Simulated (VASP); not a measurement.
A run of VASP 6.6.1 is set up as follows.

File INCAR:

```
SYSTEM = Mn2SbAs
  PREC = Accurate
  ENCUT = 520
  EDIFF = 1E-6
  ISMEAR = 0
  SIGMA = 0.1
  LREAL = .False.
  LASPH = .True.
  NELM = 150
  ALGO = Normal
  ISIF = 2
  LWAVE = .False.
  LCHARG = .True.
  ISPIN = 2
  MAGMOM = 2.98 2.98 0 0
  LORBIT = 11
  LMAXMIX = 4
  GGA = PS
  LELF = .True.
  LVHAR = .True.
  NBANDS = 30
```

KPOINTS

```
Automatic mesh
0
Gamma
  12 12 8
  0 0 0
```

File POSCAR:

```
Mn2SbAs
1.0
    3.7368504418      0.0000000000      0.0000000000
   -1.8684252209      3.2362074128      0.0000000000
    0.0000000000      0.0000000000      5.5715177743
Mn Sb As
2 1 1
Direct
    0.6666666667      0.3333333333      0.7284271186
    0.6666666667      0.3333333333      0.2715728814
    0.0000000000      0.0000000000      0.0000000000
    0.3333333333      0.6666666667      0.5000000000
```

Potentials or basis: VASP PAW PBE potentials, release 64 (Mn_pv, Sb, As).

The run is started by

```bash
$ cat potpaw_PBE.64/Mn_pv/POTCAR potpaw_PBE.64/Sb/POTCAR potpaw_PBE.64/As/POTCAR > POTCAR
$ mpirun -np 1 vasp_std > vasp.out
```

(1) Predict the pressure.

(2) Predict the site moments.

(3) Estimate the net moment.

Results:

(1) 0.1 GPa.

(2) Mn +2.76; Sb -0.11; As -0.10 μB.

(3) 5.44 μB per cell.

Caveat: the PAW data sets were made with another functional, which shifts forces and pressure a little.
